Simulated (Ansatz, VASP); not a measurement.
## Two plane-wave programs on MnS

The input INCAR:

```
SYSTEM = MnS
PREC     = Accurate       ! precision mode
ENCUT    = 520            ! plane-wave cutoff, eV
EDIFF    = 1E-6           ! SCF threshold, eV
ISMEAR   = 0              ! smearing method
SIGMA    = 0.05           ! smearing width, eV
LREAL    = .FALSE.        ! projectors in reciprocal space
LASPH    = .TRUE.         ! aspherical terms in the spheres
NELM     = 150            ! most SCF steps
ALGO     = Normal         ! electronic algorithm
ISIF     = 2              ! what is computed and relaxed
LWAVE    = .FALSE.        ! write WAVECAR
LCHARG   = .TRUE.         ! write CHGCAR
ISPIN    = 2              ! spin polarisation
MAGMOM   = 4.56 0         ! initial moments
LORBIT   = 11             ! projections on sites
LMAXMIX  = 4              ! l up to which the mixer works
GGA      = PE             ! functional
LELF     = .TRUE.         ! ELF
LVHAR    = .TRUE.       
NBANDS   = 20             ! bands
```

The input KPOINTS:

```
regular mesh
0
G
  12 12 12
  0 0 0
```

The input POSCAR:

```
MnS
1.0
    0.0000000000      2.5000273112      2.5000273112
    2.5000273112      0.0000000000      2.5000273112
    2.5000273112      2.5000273112      0.0000000000
Mn S
1 1
Direct
    0.0000000000      0.0000000000      0.0000000000
    0.5000000000      0.5000000000      0.5000000000
```

Input for Ansatz:

```yaml
crystal:
  lattice:
    - [0.0, 2.5000273112, 2.5000273112]
    - [2.5000273112, 0.0, 2.5000273112]
    - [2.5000273112, 2.5000273112, 0.0]
  atoms:
    - { symbol: Mn, position: [0.0, 0.0, 0.0], spin: 4.56 }
    - { symbol: S, position: [0.5, 0.5, 0.5] }
basis:
  ecutwfc: 420
  ecutrho_ratio: 4
kpoints:
  mp_grid: { grid: [12, 12, 12] }
hamiltonian:
  xc: pbe
scf:
  occupations: { method: gaussian, width: 0.05 }
output:
  forces: true
  stress: true
  eigenvalues: true
  populations: true
magnetization:
  spin_polarized: true
```

Alike in both runs: task single point; functional PBE; k mesh 12 × 12 × 12; occupations gaussian, width 0.05 eV; collinear spin.

|  | VASP | Ansatz |
| --- | --- | --- |
| version | VASP 6.6.1 | Ansatz 0.2.0 |
| potentials or method | VASP PAW PBE potentials, release 64 (Mn_pv, S), cutoff 520 eV | scalar-relativistic, plane waves, PAW |
| valence electrons in the cell | 19 | 21 |

VASP gave:

- gap on the k mesh at the Fermi level (eV): none
- pressure (GPa): 3.6
- net moment per atom (μB): 2.15
- size of the moment on the site where the two differ most (μB): 3.96

Question: What did Ansatz give for the same quantities?

Answer: gap on the k mesh at the Fermi level (eV): none; pressure (GPa): 3.5; net moment per atom (μB): 2.15; size of the moment on the site where the two differ most (μB): 3.85.

Site moments also hang on the region over which each program counts them. A gap of «none» marks a metal or a gap that the smearing closes. With one functional, cell and mesh, what is left measures potentials, basis and numerics. VASP's potentials hold 19 valence electrons a cell and Ansatz's 21, so a difference there can come from the potentials and not from the codes.
